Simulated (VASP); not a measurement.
# C (Pm-3m) in VASP: notebook

C is run at these levels: PBE; tasks: single point, relaxation of cell and atoms.

All numbers are computed with VASP 6.6.1; they aren't measurements. Logs are shortened: lines on timing, memory, paths and dates and some standing lists are left out, and cuts for length are marked.

## Step 1: The cell of the first run

The structure is cubic, space group Pm-3m (No. 221). The conventional cell has a = 1.516 Å, b = 1.516 Å, c = 1.516 Å, α = 90.00°, β = 90.00°, γ = 90.00°. C (site symmetry m-3m) has 6 C at 1.52 Å within 2.0 Å.

## Step 2: Single point, PBE

INCAR

```
PREC = Accurate ; ENCUT = 520
EDIFF = 1E-6 ; ISMEAR = -1
SIGMA = 0.05 ; LREAL = F
LASPH = T ; NELM = 60
ALGO = Normal ; ISIF = 2
LWAVE = F ; LCHARG = F
GGA = PE ; NBANDS = 8
```

KPOINTS

```
regular mesh
0
Gamma
  25 25 25
```

POSCAR

```
C
1.0
    1.5157193181      0.0000000000      0.0000000000
    0.0000000000      1.5157193181      0.0000000000
    0.0000000000      0.0000000000      1.5157193181
C
1
Direct
    0.0000000000      0.0000000000      0.0000000000
```

Potentials or basis: VASP PAW PBE potentials, release 64 (C).

On the command line:

```sh
cat potpaw_PBE.64/C/POTCAR > POTCAR
mpirun -np 1 vasp_std > vasp.out
```

OUTCAR:

```text
PREC = Accurate
   ENCUT = 520
   EDIFF = 1E-6
   ISMEAR = -1
   LREAL = F
   LASPH = T
   NELM = 60
   ISIF = 2
   GGA = PE

 ion  position               nearest neighbor table
   1  0.000  0.000  0.000-

  LATTYP: Found a simple cubic cell.
 ALAT       =     1.5157193181

  Lattice vectors:

 A1 = (   1.5157193181,   0.0000000000,   0.0000000000)
 A2 = (   0.0000000000,   1.5157193181,   0.0000000000)
 A3 = (   0.0000000000,   0.0000000000,   1.5157193181)

Analysis of symmetry for initial positions (statically):
=====================================================================
 Subroutine PRICEL returns:
 Original cell was already a primitive cell.

 Routine SETGRP: Setting up the symmetry group for a
 simple cubic supercell.

 Subroutine GETGRP returns: Found 48 space group operations
 (whereof 48 operations were pure point group operations)
 out of a pool of 48 trial point group operations.

The static configuration has the point symmetry O_h .

Analysis of symmetry for dynamics (positions and initial velocities):
=====================================================================
 Subroutine PRICEL returns:
 Original cell was already a primitive cell.

 Routine SETGRP: Setting up the symmetry group for a
 simple cubic supercell.

 Subroutine GETGRP returns: Found 48 space group operations
 (whereof 48 operations were pure point group operations)
 out of a pool of 48 trial point group operations.

The dynamic configuration has the point symmetry O_h .

 Subroutine INISYM returns: Found 48 space group operations
 (whereof 48 operations are pure point group operations),
 and found     1 'primitive' translations

----------------------------------------------------------------------------------------

                                     Primitive cell

  volume of cell :       3.4822

  direct lattice vectors                    reciprocal lattice vectors
     1.515719318  0.000000000  0.000000000     0.659752758  0.000000000  0.000000000
     0.000000000  1.515719318  0.000000000     0.000000000  0.659752758  0.000000000
     0.000000000  0.000000000  1.515719318     0.000000000  0.000000000  0.659752758

  length of vectors
     1.515719318  1.515719318  1.515719318     0.659752758  0.659752758  0.659752758

  position of ions in fractional coordinates (direct lattice)
     0.000000000  0.000000000  0.000000000

  ion indices of the primitive-cell ions
   primitive index   ion index
                 1           1

----------------------------------------------------------------------------------------
[... 75 lines left out ...]
   NFREE  =      0    steps in history (QN), initial steepest desc. (CG)
   ISIF   =      2    stress and relaxation
   ISYM   =      2    0-nonsym 1-usesym 2-fastsym
   POTIM  = 0.5000    time-step for ionic-motion
   TEBEG  =    0.0;   TEEND  =   0.0 temperature during run
   PSTRESS=    0.0 pullay stress
   NELECT =       4.0000    total number of electrons
   NUPDOWN=      -1.0000    fix difference up-down
   EMIN   =  10.00;   EMAX   =-10.00  energy-range for DOS
   EFERMI =   0.00;   METHOD = LEGACY
   ISMEAR =    -1;   SIGMA  =   0.05  broadening in eV -4-tet -1-fermi 0-gaus
   EFERMI_NEDOS =   21; number of points for ismear=-14 and -15
   IALGO  =     38    algorithm
   IMIX   =      4    mixing-type and parameters
     AMIX     =   0.40;   BMIX     =  1.00
     AMIX_MAG =   1.60;   BMIX_MAG =  1.00
  volume/ion in A,a.u.               =       3.48        23.50
  Fermi-wavevector in a.u.,A,eV,Ry     =   1.714521  3.239974 39.995426  2.939581
  Thomas-Fermi vector in A             =   2.792063
   LORBIT       =      0    0 simple, 1 ext, 2 COOP (PROOUT), +10 PAW based schemes
   GGA     = PE    functional components
   LHFCALC =     F    Hartree Fock is set to
   AEXX    =    0.0000 exact exchange contribution
   IVDW    =     0    specifies the selected vdW correction
   LEPSILON=     F    determine dielectric tensor
   LRPA    =     F    only Hartree local field effects (RPA)
 non-spin polarized calculation
  energy-cutoff  :      520.00
  volume of cell :        3.48
 maximum number of plane-waves:       100
 NGX is ok and might be reduce to    12
   NGX =  5   NGY =  5   NGZ =  5

 number of electron       4.0000000 magnetization

 Free energy of the ion-electron system (eV)
  ---------------------------------------------------
  ext. energy  EPLUGINS =         0.00000000
  ---------------------------------------------------
  free energy    TOTEN  =        -4.74869476 eV

  energy without entropy =       -4.74744904  energy(sigma->0) =       -4.74807190

 E-fermi :  20.4177     XC(G=0): -16.3063

 val. band max:       20.3202127077   @ k =   0.4800   0.4800   0.0800
 cond. band min:      20.4266796990   @ k =   0.4800   0.4800   0.0400
 fundamental gap:      0.1064669913
 Fermi energy:        20.4176812577

 k-point     1 :       0.0000    0.0000    0.0000
  band No.  band energies     occupation
      1     -10.8109      2.00000
      2      33.4934      0.00000
      3      33.4934      0.00000
      4      33.4934      0.00000
      5      50.6590      0.00000
      6      50.6590      0.00000
      7      64.8503      0.00000
      8      95.4280      0.00000
[... 243 lines left out ...]
 k-point    24 :       0.4400    0.0400    0.0000
  band No.  band energies     occupation
      1      -1.1126      2.00000
      2       6.0076      2.00000
      3      38.4689      0.00000
      4      39.0208      0.00000
      5      58.3517      0.00000
      6      61.5329      0.00000
      7      69.5084      0.00000
      8      70.5792      0.00000

 [... further k-points ...]

------------------------ aborting loop because EDIFF is reached ----------------------------------------

  FORCE on cell =-STRESS in cart. coord.  units (eV):
  Direction    XX          YY          ZZ          XY          YZ          ZX
  --------------------------------------------------------------------------------------
  -------------------------------------------------------------------------------------
  Total        8.3105446      8.3105446      8.3105446      0.0000000     -0.0000000      0.0000000
  in kB     3823.6990926   3823.6990926   3823.6990926      0.0000000     -0.0000000      0.0000000
  external PRESSURE =    3823.6990926 kB  Pullay stress =       0.0000000 kB

 VOLUME and BASIS-vectors are now :
 -----------------------------------------------------------------------------
  energy-cutoff  :      520.00
  volume of cell :        3.48
      direct lattice vectors                 reciprocal lattice vectors
     1.515719318  0.000000000  0.000000000     0.659752758  0.000000000  0.000000000
     0.000000000  1.515719318  0.000000000     0.000000000  0.659752758  0.000000000
     0.000000000  0.000000000  1.515719318     0.000000000  0.000000000  0.659752758

 POSITION                                       TOTAL-FORCE (eV/Angst)
 -----------------------------------------------------------------------------------
      0.00000      0.00000      0.00000         0.000000      0.000000      0.000000
 -----------------------------------------------------------------------------------
    total drift:                                0.000000     -0.000000     -0.000000

  FREE ENERGIE OF THE ION-ELECTRON SYSTEM (eV)
  ---------------------------------------------------
  free  energy   TOTEN  =        -4.7486947608 eV

  energy  without entropy=       -4.7474490423  energy(sigma->0) =       -4.74807190
```

OSZICAR:

```text
N       E                     dE             d eps       ncg     rms          rms(c)
DAV:   1    -0.373217479462E+01   -0.37322E+01   -0.30977E+03  8616   0.532E+02
DAV:   2    -0.491210874267E+01   -0.11799E+01   -0.11404E+01  9544   0.289E+01
DAV:   3    -0.491297316828E+01   -0.86443E-03   -0.86442E-03  8568   0.766E-01
DAV:   4    -0.491297320607E+01   -0.37791E-07   -0.36900E-07 10456   0.441E-03
DAV:   5    -0.491297320741E+01   -0.13405E-08   -0.12536E-11  8296   0.161E-05    0.433E+00
DAV:   6    -0.479086116682E+01    0.12211E+00   -0.61881E-02  7984   0.182E+00    0.275E+00
DAV:   7    -0.474848587203E+01    0.42375E-01   -0.76708E-02  8352   0.210E+00    0.521E-01
DAV:   8    -0.474871371132E+01   -0.22784E-03   -0.23514E-04  8128   0.152E-01    0.408E-02
DAV:   9    -0.474869397297E+01    0.19738E-04   -0.43884E-05  8744   0.494E-02    0.136E-02
DAV:  10    -0.474869476076E+01   -0.78779E-06   -0.47184E-07  8240   0.732E-03
   1 F= -.47486948E+01 E0= -.47480719E+01  d E =-.124572E-02
```

Run time: 5.9 s. Hardware: 1 thread of Intel Xeon Platinum 8259CL at 2.50GHz (Skylake/Cascade Lake), shared host; peak memory 0.11 GiB.

What came out:

- Free energy: -4.7487 eV
- Pressure: 382.4 GPa
- Band gap on the k mesh: zero (band 2 reaches 33.49 eV, above the bottom of band 3 at 17.95 eV)

## Step 3: Single point, PBE

INCAR

```
SYSTEM = C
PREC = Accurate
ENCUT = 520
EDIFF = 1E-6
ISMEAR = -1
SIGMA = 0.05
LREAL = .False.
LASPH = .True.
NELM = 100
ALGO = Normal
ISIF = 2
LWAVE = .False.
LCHARG = .False.
GGA = PE
NBANDS = 8
```

KPOINTS

```
Automatic mesh
0
Gamma
  25 25 25
  0 0 0
```

POSCAR

```
C
1.0
    1.5159905433      0.0000000000      0.0000000000
    0.0000000000      1.5159905433      0.0000000000
    0.0000000000      0.0000000000      1.5159905433
C
1
Direct
    0.0000000000      0.0000000000      0.0000000000
```

Potentials or basis: VASP PAW PBE potentials, release 64 (C).

On the command line:

```sh
cat potpaw_PBE.64/C/POTCAR > POTCAR
mpirun -np 1 vasp_std > vasp.out
```

Wall time 5.4 s (1 thread of Intel Xeon Platinum 8259CL at 2.50GHz (Skylake/Cascade Lake), shared host); peak memory 0.11 GiB.

It converged, with:

```yaml
Free_energy: -4.7532 eV
Pressure: 381.6 GPa
Band_gap_on_the_k_mesh: zero (band 2 reaches 33.48 eV, above the bottom of band 3 at 17.94 eV)
```

Levels at points of the mesh, in eV from the Fermi level:
```tsv
k point	band 1	band 2	band 3	band 4	band 5	band 6
(0.00, 0.00, 0.00)	-31.22	13.07	13.07	13.07	30.24	30.24
```

## Step 4: Relaxation of cell and atoms, PBE, target pressure 380 GPa, at which the enthalpy is minimised

INCAR

```
SYSTEM = C
PREC = Accurate
ENCUT = 600
EDIFF = 1E-7
ISMEAR = -1
SIGMA = 0.05
LREAL = .FALSE.
LASPH = .TRUE.
NELM = 80
ALGO = Normal
ISIF = 3
LWAVE = .FALSE.
LCHARG = .FALSE.
GGA = PE
IBRION = 2
NSW = 32
EDIFFG = -0.005
PSTRESS = 3800.0
```

KPOINTS

```
regular mesh
0
G
  25 25 25
  0 0 0
```

POSCAR

```
C
1.0
    1.5157193181      0.0000000000      0.0000000000
    0.0000000000      1.5157193181      0.0000000000
    0.0000000000      0.0000000000      1.5157193181
C
1
Direct
    0.0000000000      0.0000000000      0.0000000000
```

On the command line:

```sh
cat potpaw_PBE.64/C/POTCAR > POTCAR
mpirun -np 1 vasp_std > vasp.out
```

It took 7.4 s on 1 thread of Intel Xeon Platinum 8259CL at 2.50GHz (Skylake/Cascade Lake), shared host; peak memory 0.11 GiB.

The run converged. Its results:

```
Free energy                                            : -4.7583 eV
Relaxed volume                                         : 3.48 Å³/atom
Relaxed cell                                           : a = 1.516 Å, b = 1.516 Å, c = 1.516 Å, α = 90.00°, β = 90.00°, γ = 90.00°
Space group after relaxing (to 0.05 Å)                 : Pm-3m (No. 221)
Energy change on relaxing (the enthalpy is what falls) : -5.9 meV/atom
Ionic steps                                            : 3
Pressure after relaxing                                : 380.0 GPa
Band gap on the k mesh                                 : zero (band 2 reaches 33.46 eV, above the bottom of band 3 at 17.94 eV)
```

The path:
| step | energy change (eV) | largest force (eV/Å) | pressure (GPa) | volume (Å³) |
| --- | --- | --- | --- | --- |
| 1 | 0.0000 | 0.0000 | 381.08 | 3.48 |
| 2 | -0.0279 | 0.0000 | 375.99 | 3.49 |
| 3 | -0.0059 | 0.0000 | 380.00 | 3.48 |

Final structure:
```xyz
1
Lattice="1.5161 0.0000 0.0000 0.0000 1.5161 0.0000 0.0000 0.0000 1.5161" Properties=species:S:1:pos:R:3 pbc="T T T"
C     0.0000    0.0000    0.0000
```

Levels at points of the mesh, in eV from the Fermi level:
| k point | band 1 | band 2 | band 3 | band 4 | band 5 | band 6 |
| --- | --- | --- | --- | --- | --- | --- |
| (0.00, 0.00, 0.00) | -31.21 | 13.06 | 13.06 | 13.06 | 30.24 | 30.24 |

Caveat: the cell is relaxed towards a set pressure, so the enthalpy falls and the energy may rise.

(Continued in part 2 of 2.)
